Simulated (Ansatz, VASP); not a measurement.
# One calculation of SnSe2, two programs

The input INCAR:

```
SYSTEM = SnSe2
PREC = Accurate
ENCUT = 600
EDIFF = 1E-6
ISMEAR = -1
SIGMA = 0.05
LREAL = .FALSE.
LASPH = .TRUE.
NELM = 60
ALGO = Normal
ISIF = 3
LWAVE = .FALSE.
LCHARG = .FALSE.
GGA = PS
IVDW = 13
IBRION = 2
NSW = 60
EDIFFG = -0.01
```

Contents of KPOINTS:

```
regular mesh
0
G
  8 8 5
  0 0 0
```

Contents of POSCAR:

```
SnSe2
1.0
    3.8110000000      0.0000000000      0.0000000000
   -1.9055000000      3.3004228138      0.0000000000
    0.0000000000      0.0000000000      6.1360000000
Sn Se
1 2
Direct
    0.0000000000      0.0000000000      0.0000000000
    0.6666666667      0.3333333333      0.7510000000
    0.3333333333      0.6666666667      0.2490000000
```

input.yaml

```yaml
crystal:
  lattice:
    - [3.811, 0.0, 0.0]
    - [-1.9055, 3.3004228138, 0.0]
    - [0.0, 0.0, 6.136]
  atoms:
    - { symbol: Sn, position: [0.0, 0.0, 0.0] }
    - { symbol: Se, position: [0.6666666667, 0.3333333333, 0.751] }
    - { symbol: Se, position: [0.3333333333, 0.6666666667, 0.249] }
hamiltonian:
  xc: pbesol
  pseudopotentials: { kind: paw }
  dispersion: d4
kpoints:
  mp_grid: { grid: [8, 8, 5] }
scf:
  occupations: { method: fermi_dirac, width: 0.05 }
output:
  forces: true
  stress: true
relax:
  f_tol: 0.01
  max_steps: 40
  cell: { stress_tol: 0.05 }
```

Alike in both runs: task relaxation of cell and atoms; functional PBEsol; dispersion D4; k mesh 8 × 8 × 5; occupations fermi-dirac, width 0.05 eV; no spin polarisation.

|  | VASP | Ansatz |
| --- | --- | --- |
| version | VASP 6.6.1 | Ansatz 0.2.0 |
| potentials or method | VASP PAW PBE potentials, release 64 (Sn_d, Se) | Ansatz PAW |
| plane-wave cutoff (eV) | 600 | 420 |
| valence electrons in the cell | 26 | 46 |

Ansatz gave:

```
relaxed volume (Å³/atom)                                     : 24.46
relaxed cell length with the largest relative difference (Å) : 5.863
```

Q: What did VASP give for the same quantities?

A: Relaxed volume (Å³/atom): 24.47; relaxed cell length with the largest relative difference (Å): 5.855.

VASP's potentials were made for PBE, not for PBEsol. VASP's potentials hold 26 valence electrons a cell and Ansatz's 46, so a difference there can come from the potentials and not from the codes.

Noted on Ansatz's run: the plane-wave basis is chosen anew once the cell has moved, so the energies of steps on either side of that aren't comparable.
